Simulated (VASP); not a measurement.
Here is a VASP 6.6.1 calculation.

INCAR

```
SYSTEM = Si3N2
PREC = Accurate
ENCUT = 600
EDIFF = 1E-6
ISMEAR = 0
SIGMA = 0.1
LREAL = .FALSE.
LASPH = .TRUE.
NELM = 80
ALGO = Normal
ISIF = 3
LWAVE = .FALSE.
LCHARG = .FALSE.
GGA = PE
IBRION = 2
NSW = 100
EDIFFG = -0.01
```

Contents of KPOINTS:

```
regular mesh
0
G
  10 10 8
  0 0 0
```

File POSCAR:

```
Si3N2
1.0
    3.5937834264      0.0000000000      0.0000000000
    0.0000000000      3.5937834264      0.0000000000
    0.0000000000      0.0000000000      4.7087761018
Si N
3 2
Direct
    0.5000000000      0.0000000000      0.1522014006
    0.0000000000      0.5000000000      0.1522014006
    0.5000000000      0.5000000000      0.6846176067
    0.5000000000      0.0000000000      0.7691435510
    0.0000000000      0.5000000000      0.7691435510
```

Potentials or basis: VASP PAW PBE potentials, release 64 (Si, N).

Launch:

```bash
$ cat potpaw_PBE.64/Si/POTCAR potpaw_PBE.64/N/POTCAR > POTCAR
$ mpirun -np 1 vasp_std > vasp.out
```

(1) Estimate the relaxed volume.

(2) Estimate the space group after relaxing (to 0.05 Å).

Answers

(1) 12.08 Å³/atom.

(2) P4mm (No. 99).
